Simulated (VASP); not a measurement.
SrAl2H2, 5 atoms in the cell. The structure is trigonal, space group P3m1 (No. 156). Conventional cell: a = 4.525 Å, b = 4.525 Å, c = 4.721 Å, α = 90.00°, β = 90.00°, γ = 120.00°. Within 3.5 Å of Sr (site symmetry 3m) lie 6 H at 2.65 to 2.66 Å and 6 Al at 3.39 to 3.40 Å. Within 2.3 Å of Al (site symmetry 3m) lie 1 H at 1.71 Å. Within 2.3 Å of Al (site symmetry 3m) lie 1 H at 1.71 Å. H (site symmetry 3m) has 1 Al at 1.71 Å within 2.3 Å. H (site symmetry 3m) has 1 Al at 1.71 Å within 2.3 Å.  This cell differs from its parent crystal: all Sr atoms moved +0.013 Å, as atom 1 along Cartesian [0 0 1].

| Property | Result |
| --- | --- |
| Program | VASP 6.6.1 |
| Task | single point |
| Functional | r2SCAN |
| Potentials or basis | VASP PAW PBE potentials, release 64 (Sr_sv, Al, H) |
| Cutoff | 520 eV |
| k mesh | 12 × 12 × 10 |
| Occupations | gaussian, width 0.15 eV |
| Spin | no spin polarisation |
| Dipole correction | no |
| Further INCAR settings | ALGO = Normal; EDIFF = 1e-06; NBANDS = 17 |

Potentials or basis: VASP PAW PBE potentials, release 64 (Sr_sv, Al, H).

Launch:

```bash
$ cat potpaw_PBE.64/Sr_sv/POTCAR potpaw_PBE.64/Al/POTCAR potpaw_PBE.64/H/POTCAR > POTCAR
$ cp INCAR.step1 INCAR
$ mpirun -np 1 vasp_std > vasp.out
$ cp INCAR.step2 INCAR
$ mpirun -np 1 vasp_std > vasp.out
```

Hardware: 1 thread of Intel(R) Xeon(R) 6975P-C (Granite Rapids), with other jobs on the host.

Q: How long does it take, and how much memory?

A: Run time: 6.5 min on 1 thread of Intel(R) Xeon(R) 6975P-C (Granite Rapids) (shared host), peak memory 0.39 GiB. Counts: k points 162.
